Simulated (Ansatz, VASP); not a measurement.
## CO2 in VASP and in Ansatz

The input INCAR:

```
  PREC = Accurate
  ENCUT = 520
  EDIFF = 1E-6
  ISMEAR = 0
  SIGMA = 0.05
  LREAL = F
  LASPH = T
  NELM = 60
  ALGO = Normal
  ISIF = 2
  LWAVE = F
  LCHARG = F
  GGA = PS
  NBANDS = 44
```

Contents of KPOINTS:

```
Automatic mesh
0
Gamma
  4 4 4
```

The input POSCAR:

```
CO2
1.0
    5.1619422692      0.0000000000      0.0000000000
    0.0000000000      5.7999351339      0.0000000000
    0.0000000000      0.0000000000      4.9299448638
C O
4 8
Direct
    0.0000000000      0.0000000000      0.0000000000
    0.5000000000      0.0000000000      0.5000000000
    0.5000000000      0.5000000000      0.0000000000
    0.0000000000      0.5000000000      0.5000000000
    0.1161576883      0.1161576883      0.1161576883
    0.3838423117      0.8838423117      0.6161576883
    0.6161576883      0.3838423117      0.8838423117
    0.8838423117      0.6161576883      0.3838423117
    0.8838423117      0.8838423117      0.8838423117
    0.6161576883      0.1161576883      0.3838423117
    0.3838423117      0.6161576883      0.1161576883
    0.1161576883      0.3838423117      0.6161576883
```

Input for Ansatz:

```yaml
crystal:
  lattice:
    - [5.1619422692, 0.0, 0.0]
    - [0.0, 5.7999351339, 0.0]
    - [0.0, 0.0, 4.9299448638]
  atoms:
    - { symbol: C, position: [0.0, 0.0, 0.0] }
    - { symbol: C, position: [0.5, 0.0, 0.5] }
    - { symbol: C, position: [0.5, 0.5, 0.0] }
    - { symbol: C, position: [0.0, 0.5, 0.5] }
    - { symbol: O, position: [0.1161576883, 0.1161576883, 0.1161576883] }
    - { symbol: O, position: [0.3838423117, 0.8838423117, 0.6161576883] }
    - { symbol: O, position: [0.6161576883, 0.3838423117, 0.8838423117] }
    - { symbol: O, position: [0.8838423117, 0.6161576883, 0.3838423117] }
    - { symbol: O, position: [0.8838423117, 0.8838423117, 0.8838423117] }
    - { symbol: O, position: [0.6161576883, 0.1161576883, 0.3838423117] }
    - { symbol: O, position: [0.3838423117, 0.6161576883, 0.1161576883] }
    - { symbol: O, position: [0.1161576883, 0.3838423117, 0.6161576883] }
basis:
  ecutwfc: 520.0
kpoints:
  mp_grid: { grid: [4, 4, 4] }
hamiltonian:
  xc: pbesol
scf:
  occupations: { method: gaussian, width: 0.05 }
output:
  forces: true
  stress: true
  eigenvalues: true
  write_density: true
  write_potential: true
  elf: true
  volumetric_format: npy
```

Change from the starting cell: normal strain along x -0.1100, normal strain along z -0.1500.

Alike in both runs: task single point; functional PBEsol; k mesh 4 × 4 × 4; occupations gaussian, width 0.05 eV; no spin polarisation.

```csv
,VASP,Ansatz
version,VASP 6.6.1,Ansatz 0.2.0
potentials or method,"VASP PAW PBE potentials, release 64 (C, O), cutoff 520 eV","scalar-relativistic, plane waves, PAW"
valence electrons in the cell,64,64
```

|  | VASP | Ansatz | Ansatz less VASP |
| --- | --- | --- | --- |
| gap on the k mesh at the Fermi level (eV) | 7.64 | 7.65 | +0.014 |
| least direct gap on the mesh (eV) | 7.64 | 7.65 | +0.014 |
| pressure (GPa) | 50.0 | 46.1 | -3.83 |
| traceless stress, the component that is largest in VASP (GPa) | 7.99 | 7.21 | -0.784 |
| rms of the force components (eV/Å) | 7.380 | 6.718 | -0.6624 |

VASP's potentials were made for PBE, not for PBEsol. Atom by atom the forces differ by 0.662 eV/Å (rms over components). Both programs put the cell under a high pressure, so it lies far from rest at this level. With one functional, cell and mesh, what is left measures potentials, basis and numerics.

Noted on VASP's run: the standard files for N, O and F lose accuracy on very short bonds.
